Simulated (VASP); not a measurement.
# Ti3Al7 in VASP: a series of runs

The runs below take Ti3Al7 through single point, with PBE.

Everything below comes from runs of VASP 6.6.1. Logs are shortened: lines on timing, memory, paths and dates and some standing lists are left out, and cuts for length are marked.

### 1 The cell of the first run

The cell holds a slab with vacuum, 10 atoms: a = 3.845 Å, b = 3.845 Å, c = 23.623 Å, α = 90.00°, β = 90.00°, γ = 90.00°.

### 2 Single point, PBE

INCAR reads:

```
PREC     = Accurate       # precision mode
ENCUT    = 520            # plane-wave cutoff, eV
EDIFF    = 1E-6           # SCF threshold, eV
ISMEAR   = 0              # smearing method
SIGMA    = 0.1            # smearing width, eV
LREAL    = F              # projectors in reciprocal space
LASPH    = T              # aspherical terms in the spheres
NELM     = 60             # most SCF steps
ALGO     = Normal         # electronic algorithm
ISIF     = 2              # what is computed and relaxed
LWAVE    = F              # write WAVECAR
LCHARG   = F              # write CHGCAR
LDIPOL   = T            
IDIPOL   = 3            
DIPOL    = 0.5 0.5 0.500
GGA      = PE             # functional
NBANDS   = 40             # bands
```

KPOINTS reads:

```
regular mesh
0
Gamma
  9 9 1
```

POSCAR reads:

```
Ti3Al7
1.0
    3.8453468584      0.0000000000      0.0000000000
    0.0000000000      3.8453468584      0.0000000000
    0.0000000000      0.0000000000     23.6228095932
Ti Al
3 7
Direct
    0.5000000000      0.5000000000      0.3174897537
    0.0000000000      0.0000000000      0.5000000000
    0.5000000000      0.5000000000      0.6825102463
    0.0000000000      0.0000000000      0.3174897537
    0.0000000000      0.5000000000      0.4087448769
    0.5000000000      0.0000000000      0.4087448769
    0.5000000000      0.5000000000      0.5000000000
    0.5000000000      0.0000000000      0.5912551231
    0.0000000000      0.5000000000      0.5912551231
    0.0000000000      0.0000000000      0.6825102463
```

Potentials or basis: VASP PAW PBE potentials, release 64 (Ti_sv, Al).

Launch:

```sh
cat potpaw_PBE.64/Ti_sv/POTCAR potpaw_PBE.64/Al/POTCAR > POTCAR
mpirun -np 1 vasp_std > vasp.out
```

OUTCAR:

```text
PREC = Accurate
   ENCUT = 520
   EDIFF = 1E-6
   ISMEAR = 0
   LREAL = F
   LASPH = T
   NELM = 60
   ISIF = 2
   GGA = PE

 ion  position               nearest neighbor table
   1  0.500  0.500  0.317-   4 2.72   4 2.72   4 2.72   4 2.72   6 2.89   6 2.89   5 2.89   5 2.89

   2  0.000  0.000  0.500-   7 2.72   7 2.72   7 2.72   7 2.72   9 2.89   5 2.89   6 2.89   9 2.89
                             6 2.89   5 2.89   8 2.89   8 2.89
   3  0.500  0.500  0.683-  10 2.72  10 2.72  10 2.72  10 2.72   9 2.89   9 2.89   8 2.89   8 2.89

   4  0.000  0.000  0.317-   1 2.72   1 2.72   1 2.72   1 2.72   5 2.89   6 2.89   6 2.89   5 2.89

   5  0.000  0.500  0.409-   6 2.72   6 2.72   6 2.72   6 2.72   2 2.89   7 2.89   7 2.89   2 2.89
                             1 2.89   1 2.89   4 2.89   4 2.89
   6  0.500  0.000  0.409-   5 2.72   5 2.72   5 2.72   5 2.72   7 2.89   2 2.89   7 2.89   2 2.89
                             1 2.89   4 2.89   1 2.89   4 2.89
   7  0.500  0.500  0.500-   2 2.72   2 2.72   2 2.72   2 2.72   9 2.89   5 2.89   6 2.89   8 2.89
                             6 2.89   5 2.89   9 2.89   8 2.89
   8  0.500  0.000  0.591-   9 2.72   9 2.72   9 2.72   9 2.72   7 2.89   2 2.89   2 2.89   7 2.89
                             3 2.89   3 2.89  10 2.89  10 2.89
   9  0.000  0.500  0.591-   8 2.72   8 2.72   8 2.72   8 2.72   7 2.89   7 2.89   2 2.89   2 2.89
                             3 2.89   3 2.89  10 2.89  10 2.89
  10  0.000  0.000  0.683-   3 2.72   3 2.72   3 2.72   3 2.72   9 2.89   9 2.89   8 2.89   8 2.89

  LATTYP: Found a simple tetragonal cell.
 ALAT       =     3.8453468584
 C/A-ratio  =     6.1432194450

  Lattice vectors:

 A1 = (   3.8453468584,   0.0000000000,   0.0000000000)
 A2 = (   0.0000000000,   3.8453468584,   0.0000000000)
 A3 = (   0.0000000000,   0.0000000000,  23.6228095932)

Analysis of symmetry for initial positions (statically):
=====================================================================
 Subroutine PRICEL returns:
 Original cell was already a primitive cell.

 Routine SETGRP: Setting up the symmetry group for a
 simple tetragonal supercell.

 Subroutine GETGRP returns: Found 16 space group operations
 (whereof 16 operations were pure point group operations)
 out of a pool of 16 trial point group operations.

The static configuration has the point symmetry D_4h.

Analysis of symmetry for dynamics (positions and initial velocities):
=====================================================================
 Subroutine PRICEL returns:
 Original cell was already a primitive cell.

 Routine SETGRP: Setting up the symmetry group for a
 simple tetragonal supercell.

 Subroutine GETGRP returns: Found 16 space group operations
 (whereof 16 operations were pure point group operations)
[... 129 lines left out ...]
  volume/ion in A,a.u.               =      34.93       235.72
  Fermi-wavevector in a.u.,A,eV,Ry     =   0.894607  1.690562 10.889036  0.800322
  Thomas-Fermi vector in A             =   2.016833
   LORBIT       =      0    0 simple, 1 ext, 2 COOP (PROOUT), +10 PAW based schemes
   GGA     = PE    functional components
   LHFCALC =     F    Hartree Fock is set to
   AEXX    =    0.0000 exact exchange contribution
   IVDW    =     0    specifies the selected vdW correction
   LEPSILON=     F    determine dielectric tensor
   LRPA    =     F    only Hartree local field effects (RPA)
 non-spin polarized calculation
 Gauss-broadening in eV      SIGMA  =   0.10
  energy-cutoff  :      520.00
  volume of cell :      349.30
 maximum number of plane-waves:      9442
 NGX is ok and might be reduce to    30
   NGX = 15   NGY = 15   NGZ = 87

 dipolmoment           0.000000      0.000000     -0.000000 electrons x Angstroem

 number of electron      57.0000012 magnetization

 dipolmoment           0.000000      0.000000      0.000000 electrons x Angstroem

 Free energy of the ion-electron system (eV)
  ---------------------------------------------------
  ext. energy  EPLUGINS =         0.00000000
  ---------------------------------------------------
  free energy    TOTEN  =       -50.11109826 eV

  energy without entropy =      -50.04362295  energy(sigma->0) =      -50.07736061

 E-fermi :   1.6237     XC(G=0):  -5.7799

 val. band max:        1.6110007240   @ k =   0.1111   0.1111   0.0000
 cond. band min:       1.6380283062   @ k =   0.4444   0.1111   0.0000
 fundamental gap:      0.0270275822
 Fermi energy:         1.6237347016

 k-point     1 :       0.0000    0.0000    0.0000
  band No.  band energies     occupation
      1     -55.2498      2.00000
      2     -55.2498      2.00000
      3     -54.9445      2.00000
      4     -31.6663      2.00000
      5     -31.6663      2.00000
      6     -31.4500      2.00000
[... 634 lines left out ...]
     39       3.5043      0.00000
     40       4.2375      0.00000

------------------------ aborting loop because EDIFF is reached ----------------------------------------

 vacuum level on the upper side and lower side of the slab       (xc-potential included)        -0.149        -0.149

  FORCE on cell =-STRESS in cart. coord.  units (eV):
  Direction    XX          YY          ZZ          XY          YZ          ZX
  --------------------------------------------------------------------------------------
  -------------------------------------------------------------------------------------
  Total       -2.5258775     -2.5258775     -0.5630783      0.0000000     -0.0000000      0.0000000
  in kB      -11.5856467    -11.5856467     -2.5827167      0.0000000     -0.0000000      0.0000000
  external PRESSURE =      -8.5846700 kB  Pullay stress =       0.0000000 kB

 VOLUME and BASIS-vectors are now :
 -----------------------------------------------------------------------------
  energy-cutoff  :      520.00
  volume of cell :      349.30
      direct lattice vectors                 reciprocal lattice vectors
     3.845346858  0.000000000  0.000000000     0.260054564  0.000000000  0.000000000
     0.000000000  3.845346858  0.000000000     0.000000000  0.260054564  0.000000000
     0.000000000  0.000000000 23.622809593     0.000000000  0.000000000  0.042331967

 POSITION                                       TOTAL-FORCE (eV/Angst)
 -----------------------------------------------------------------------------------
      1.92267      1.92267      7.50000        -0.000000     -0.000000      0.316613
      0.00000      0.00000     11.81140        -0.000000     -0.000000      0.000000
      1.92267      1.92267     16.12281        -0.000000      0.000000     -0.316613
      0.00000      0.00000      7.50000        -0.000000     -0.000000     -0.098896
      0.00000      1.92267      9.65570        -0.000000     -0.000000     -0.154947
      1.92267      0.00000      9.65570        -0.000000     -0.000000     -0.154947
      1.92267      1.92267     11.81140        -0.000000     -0.000000      0.000000
      1.92267      0.00000     13.96711        -0.000000     -0.000000      0.154947
      0.00000      1.92267     13.96711         0.000000     -0.000000      0.154947
      0.00000      0.00000     16.12281         0.000000     -0.000000      0.098896
 -----------------------------------------------------------------------------------
    total drift:                                0.000000     -0.000000     -0.000000

  FREE ENERGIE OF THE ION-ELECTRON SYSTEM (eV)
  ---------------------------------------------------
  free  energy   TOTEN  =       -50.1110982647 eV

  energy  without entropy=      -50.0436229477  energy(sigma->0) =      -50.07736061

 vacuum level on the upper side and lower side of the slab         5.620         5.620
```

stdout:

```text
POSCAR found type information on POSCAR TiAl
 POSCAR found :  2 types and      10 ions
 scaLAPACK will be used
 LDA part: xc-table for (Slater+PW92), standard interpolation
 POSCAR, INCAR and KPOINTS ok, starting setup
 FFT: planning ... GRIDC
 FFT: planning ... GRID_SOFT
 FFT: planning ... GRID
 WAVECAR not read
 entering main loop
```

Wall time 4.1 min (1 thread of Intel Xeon 6975P-C (Granite Rapids), shared host); peak memory 0.46 GiB.

Results:

- Free energy: -50.1111 eV
- Largest force: 0.317 eV/Å
- Band gap on the k mesh: zero (an odd number of electrons rules out a gap without spin polarisation)

Forces on the atoms (eV/Å):
```
Ti   0.000  0.000  0.317
Ti   0.000  0.000  0.000
Ti   0.000  0.000 -0.317
Al   0.000  0.000 -0.099
Al   0.000  0.000 -0.155
Al   0.000  0.000 -0.155
Al   0.000  0.000  0.000
Al   0.000  0.000  0.155
Al   0.000  0.000  0.155
Al   0.000  0.000  0.099
```

### 3 Single point, PBE

INCAR reads:

```
SYSTEM = Ti3Al7
  PREC = Accurate
  ENCUT = 520
  EDIFF = 1E-7
  ISMEAR = 0
  SIGMA = 0.1
  LREAL = .False.
  LASPH = .True.
  NELM = 100
  ALGO = Normal
  ISIF = 2
  LWAVE = .False.
  LCHARG = .True.
  LDIPOL = .True.
  IDIPOL = 3
  DIPOL = 0.5 0.5 0.500
  GGA = PE
  LELF = .True.
  LVHAR = .True.
  LVACPOTAV = .True.
  NBANDS = 40
```

KPOINTS reads:

```
Automatic mesh
0
Gamma
  9 9 1
  0 0 0
```

POSCAR reads:

```
Ti3Al7
1.0
    3.8453468584      0.0000000000      0.0000000000
    0.0000000000      3.8453468584      0.0000000000
    0.0000000000      0.0000000000     23.6228095932
Ti Al
3 7
Direct
    0.5000000000      0.5000000000      0.3193224047
    0.0000000000      0.0000000000      0.5000000055
    0.5000000000      0.5000000000      0.6806776101
    0.0000000000      0.0000000000      0.3143155276
    0.0000000000      0.5000000000      0.4077223735
    0.5000000000      0.0000000000      0.4077223735
    0.5000000000      0.5000000000      0.4999999976
    0.5000000000      0.0000000000      0.5922776220
    0.0000000000      0.5000000000      0.5922776220
    0.0000000000      0.0000000000      0.6856844635
```

Potentials or basis: VASP PAW PBE potentials, release 64 (Ti_sv, Al).

Launch:

```sh
cat potpaw_PBE.64/Ti_sv/POTCAR potpaw_PBE.64/Al/POTCAR > POTCAR
mpirun -np 1 vasp_std > vasp.out
```

Run time: 4.6 min. Hardware: 1 thread of Intel Xeon 6975P-C (Granite Rapids), shared host; peak memory 0.46 GiB.

Results (log left out):

* Free energy: -50.1404 eV
* Largest force: 0.006 eV/Å
* Band gap on the k mesh: zero (an odd number of electrons rules out a gap without spin polarisation)

Forces in eV/Å, atoms in the order of the input:
```
Ti   0.000  0.000 -0.001
Ti   0.000  0.000  0.000
Ti   0.000  0.000  0.001
Al   0.000  0.000  0.003
Al   0.000  0.000 -0.006
Al   0.000  0.000 -0.006
Al   0.000  0.000  0.000
Al   0.000  0.000  0.006
Al   0.000  0.000  0.006
Al   0.000  0.000 -0.003
```

Levels at points of the mesh, in eV from the Fermi level:
| k point | band 25 | band 26 | band 27 | band 28 | band 29 | band 30 | band 31 | band 32 |
| --- | --- | --- | --- | --- | --- | --- | --- | --- |
| (0.00, 0.00, 0.00) | -0.99 | -0.36 | -0.05 | 0.16 | 0.74 | 0.74 | 0.82 | 0.90 |
